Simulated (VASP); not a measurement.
Set up this calculation in VASP 6.6.1, as the native input.

```
Task                   : relaxation of cell and atoms
Functional             : PBE
Dispersion             : D3(BJ)
Potentials or basis    : VASP PAW PBE potentials, release 64 (Sb)
Cutoff                 : 600 eV
k mesh                 : 12 × 12 × 12
Occupations            : fermi-dirac, width 0.1 eV
Spin                   : no spin polarisation
Target pressure        : 6.5 GPa
Dipole correction      : no
Further INCAR settings : ALGO = Normal; EDIFF = 1e-07; IBRION = 2; EDIFFG = -0.002; NSW = 80; ISIF = 3
```

The structure of Sb lies in POSCAR:

```
Sb
1.0
    2.1039995889      1.2147447291      3.4359516067
   -2.1039995889      1.2147447291      3.4359516067
    0.0000000000     -2.4294894581      3.4359516067
Sb
2
Direct
    0.2499831540      0.2499831540      0.2499831540
    0.7500168460      0.7500168460      0.7500168460
```

These files were run (other wordings do the same):

INCAR

```
ALGO = Normal
EDIFF = 1E-7
EDIFFG = -0.002
ENCUT = 600
GGA = PE
IBRION = 2
ISIF = 3
ISMEAR = -1
IVDW = 12
LASPH = T
LCHARG = F
LREAL = F
LWAVE = F
NELM = 100
NSW = 80
PREC = Accurate
PSTRESS = 65.0
SIGMA = 0.1
```

KPOINTS

```
k-points
0
Gamma
  12 12 12
```

Potentials or basis: VASP PAW PBE potentials, release 64 (Sb).

Launch:

```sh
$ cat potpaw_PBE.64/Sb/POTCAR > POTCAR
$ mpirun -np 1 vasp_std > vasp.out
```

Results of the run:

```json
{
 "Relaxed volume": "26.37 Å³/atom",
 "Relaxed cell": "a = 4.210 Å, b = 4.210 Å, c = 4.210 Å, α = 60.00°, β = 60.00°, γ = 60.00°",
 "Space group after relaxing (to 0.05 Å)": "Pm-3m (No. 221)",
 "Energy change on relaxing (the enthalpy is what falls)": "-1.2 meV/atom",
 "Ionic steps": "3",
 "Pressure after relaxing": "6.5 GPa",
 "Band gap on the k mesh": "zero (band 5 reaches 9.08 eV, above the bottom of band 6 at 8.04 eV)",
 "Dispersion energy per atom": "-0.543 eV"
}
```

Caveat: the cell is relaxed towards a set pressure, so the enthalpy falls and the energy may rise; spin-orbit coupling is left out, which moves the levels of the heavy elements; pairwise dispersion overbinds metals, which lowers pressure and volume.

Wall time 64 s on 1 thread of Intel(R) Xeon(R) 6975P-C (Granite Rapids) (shared host), peak memory 0.29 GiB.
